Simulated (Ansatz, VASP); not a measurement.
**Two plane-wave programs on Ag**

File INCAR:

```
SYSTEM = Ag
PREC = Accurate
ENCUT = 520
EDIFF = 1E-7
ISMEAR = 0
SIGMA = 0.15
LREAL = .FALSE.
LASPH = .TRUE.
NELM = 100
ALGO = Normal
ISIF = 2
LWAVE = .FALSE.
LCHARG = .FALSE.
NBANDS = 12
```

The input KPOINTS:

```
Automatic mesh
0
G
  20 20 20
  0 0 0
```

Contents of POSCAR:

```
Ag
1.0
   -1.5728713000      1.5728713000      1.6142626500
    1.5728713000     -1.5728713000      1.6142626500
    1.5728713000      1.5728713000     -1.6142626500
Ag
1
Direct
    0.0000000000      0.0000000000      0.0000000000
```

Input for Ansatz:

```yaml
crystal:
  lattice:
    - [-1.5728713, 1.5728713, 1.61426265]
    - [1.5728713, -1.5728713, 1.61426265]
    - [1.5728713, 1.5728713, -1.61426265]
  atoms:
    - { symbol: Ag, position: [0.0, 0.0, 0.0] }
basis:
  ecutwfc: 420
kpoints:
  mp_grid: { grid: [20, 20, 20] }
hamiltonian:
  xc: lda
scf:
  occupations: { method: gaussian, width: 0.15 }
output:
  forces: true
  stress: true
  eigenvalues: true
```

Change from the starting cell: strain -0.050 along x and y, -0.025 along z, atoms carried along.

Alike in both runs: task single point; functional LDA; k mesh 20 × 20 × 20; occupations gaussian, width 0.15 eV; no spin polarisation.

|  | VASP | Ansatz |
| --- | --- | --- |
| version | VASP 6.6.1 | Ansatz 0.2.0 |
| potentials or method | VASP PAW LDA potentials, release 64 (Ag), cutoff 520 eV | scalar-relativistic, plane waves, PAW |
| valence electrons in the cell | 11 | 19 |

Ansatz gave:

* gap on the k mesh at the Fermi level (eV): none
* pressure (GPa): 1.2
* traceless stress, the component that is largest in VASP (GPa): 0.49

**Question.** Which values does VASP return?

**Answer.** gap on the k mesh at the Fermi level (eV): none; pressure (GPa): 1.3; traceless stress, the component that is largest in VASP (GPa): 0.50.

LDA's correlation is that of Perdew and Zunger in VASP and of Perdew and Wang (1992) in Ansatz. A gap of «none» marks a metal or a gap that the smearing closes. VASP's potentials hold 11 valence electrons a cell and Ansatz's 19, so a difference there can come from the potentials and not from the codes.
